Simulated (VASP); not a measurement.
Set up this calculation in VASP 6.6.1, as the native input.

| Quantity | Value |
| --- | --- |
| Task | single point |
| Functional | PBEsol |
| Potentials or basis | VASP PAW PBE potentials, release 64 (Bi_d, Te, Se) |
| Cutoff | 520 eV |
| k mesh | 12 × 12 × 12 |
| Occupations | gaussian, width 0.05 eV |
| Spin | no spin polarisation |
| Dipole correction | no |
| Further INCAR settings | ALGO = Normal; EDIFF = 1e-07; NBANDS = 32 |

The structure of Bi2TeSe2 lies in POSCAR:

```
Bi2TeSe2
1.0
    2.1617430358      1.2480829236     11.3615102717
   -2.1617430358      1.2480829236     11.3615102717
    0.0000000000     -2.4961658472     11.3615102718
Bi Te Se
2 1 2
Direct
    0.6097584341      0.6097584341      0.6097584341
    0.3918996957      0.3918996957      0.3918996957
    0.2120977857      0.2120977857      0.2120977857
    0.0049146972      0.0049146972      0.0049146972
    0.7813293973      0.7813293973      0.7813293973
```

This cell differs from its parent crystal: strained.

One way to write it, as run:

INCAR

```
PREC = Accurate
ENCUT = 520
EDIFF = 1E-7
ISMEAR = 0
SIGMA = 0.05
LREAL = False
LASPH = True
NELM = 100
ALGO = Normal
ISIF = 2
LWAVE = False
LCHARG = False
GGA = PS
NBANDS = 32
```

KPOINTS

```
regular mesh
0
Gamma
  12 12 12
```

Potentials or basis: VASP PAW PBE potentials, release 64 (Bi_d, Te, Se).

Run with:

```console
$ cat potpaw_PBE.64/Bi_d/POTCAR potpaw_PBE.64/Te/POTCAR potpaw_PBE.64/Se/POTCAR > POTCAR
$ mpirun -np 1 vasp_std > vasp.out
```

Results of the run:

| Item | Value |
| --- | --- |
| Pressure | -7.3 GPa |
| Largest force | 2.112 eV/Å |
| Band gap on the k mesh | 0.61 eV |

Caveat: the cell differs from its parent crystal (strained); the cell stands under tension; the PAW data sets were made with another functional, which shifts forces and pressure a little; spin-orbit coupling is left out, which moves the levels of the heavy elements.

Wall time 93 min on 1 thread of Intel(R) Xeon(R) 6975P-C (Granite Rapids), on a shared host, peak memory 2.1 GiB.
